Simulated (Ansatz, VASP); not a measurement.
# Two plane-wave programs on BeCd3S4

```
Be Cd S
1.0
     3.84526    0.00000    0.00000
     0.00000    3.84526    0.00000
     0.00000    0.00000   12.65808
Be Cd S
1 3 4
Direct
  0.00000 0.00000 0.45887
  0.00000 0.00000 0.93993
  0.50000 0.50000 0.67195
  0.00000 0.00000 0.27542
  0.00000 0.00000 0.61009
  0.50000 0.00000 0.12042
  0.00000 0.50000 0.12042
  0.50000 0.50000 0.86667
```

Alike in both runs: functional PBE; k mesh 3 × 3 × 2; occupations gaussian, width 0.15 eV; no spin polarisation.

Ansatz relaxed the structure, and its values are those at the end. VASP's run is a single point on that final structure, the one shown.

|  | VASP | Ansatz |
| --- | --- | --- |
| version | VASP 6.6.1 | Ansatz 0.2.0 |
| potentials or method | VASP PAW PBE potentials, release 64 (Be, Cd, S), cutoff 600 eV | scalar-relativistic, plane waves, PAW |
| valence electrons in the cell | 62 | 86 |

```csv
,VASP,Ansatz,Ansatz less VASP
gap on the k mesh at the Fermi level (eV),none,none,-
pressure (GPa),0.1,0.0,-0.16
rms of the force components (eV/Å),0.011,0.006,-0.0053
```

A gap of «none» marks a metal or a gap that the smearing closes. With one functional, cell and mesh, what is left measures potentials, basis and numerics. VASP's potentials hold 62 valence electrons a cell and Ansatz's 86, so a difference there can come from the potentials and not from the codes.

The k mesh is coarse, so the values compare programs but aren't converged.
